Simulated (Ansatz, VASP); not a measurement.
## Two plane-wave programs on ZrN

```
CELL_PARAMETERS angstrom
0.00000 2.28423 2.28423
2.28423 0.00000 2.28423
2.28423 2.28423 0.00000
ATOMIC_POSITIONS crystal
Zr 0.50000 0.50000 0.50000
N 0.00000 0.00000 0.00000
```

Alike in both runs: task single point; functional RPBE; k mesh 8 × 8 × 8; occupations gaussian, width 0.05 eV; no spin polarisation.

|  | VASP | Ansatz |
| --- | --- | --- |
| version | VASP 6.6.1 | Ansatz 0.2.0 |
| potentials or method | VASP PAW PBE potentials, release 64 (Zr_sv, N), cutoff 600 eV | scalar-relativistic, plane waves, PAW |
| valence electrons in the cell | 17 | 17 |

Ansatz gave:

- gap on the k mesh at the Fermi level (eV): none
- pressure (GPa): 8.6

What did VASP give for the same quantities?

gap on the k mesh at the Fermi level (eV): none; pressure (GPa): 8.7.

VASP's potentials were made for PBE, not for RPBE. A gap of «none» marks a metal or a gap that the smearing closes.
